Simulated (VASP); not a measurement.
Wanted: the native input for a VASP 6.6.1 run.

```
Task                   : single point
Functional             : LDA
Potentials or basis    : VASP PAW LDA potentials, release 64 (Cu)
Cutoff                 : 520 eV
k mesh                 : 24 × 24 × 24
Occupations            : fermi-dirac, width 0.15 eV
Spin                   : no spin polarisation
Dipole correction      : no
Further INCAR settings : ALGO = Normal; EDIFF = 1e-07; NBANDS = 12
```

The structure of Cu lies in POSCAR:

```
Cu
1.0
   -1.4278343439      1.4278343439      1.3413077452
    1.4278343439     -1.4278343439      1.3413077452
    1.4278343439      1.4278343439     -1.3413077452
Cu
1
Direct
    0.0000000000      0.0000000000      0.0000000000
```

One way to write it, as run:

INCAR

```
SYSTEM = Cu
PREC = Accurate
ENCUT = 520
EDIFF = 1E-7
ISMEAR = -1
SIGMA = 0.15
LREAL = .FALSE.
LASPH = .TRUE.
NELM = 100
ALGO = Normal
ISIF = 2
LWAVE = .FALSE.
LCHARG = .FALSE.
NBANDS = 12
```

KPOINTS

```
regular mesh
0
G
  24 24 24
  0 0 0
```

Potentials or basis: VASP PAW LDA potentials, release 64 (Cu).

Run with:

```bash
$ cat potpaw_LDA.64/Cu/POTCAR > POTCAR
$ mpirun -np 1 vasp_std > vasp.out
```

It gave:

```
Pressure : 0.9 GPa
```

Wall time 64 s on 1 thread of AMD EPYC 9R14 (Zen 4), with other jobs on the host, peak memory 0.2 GiB.
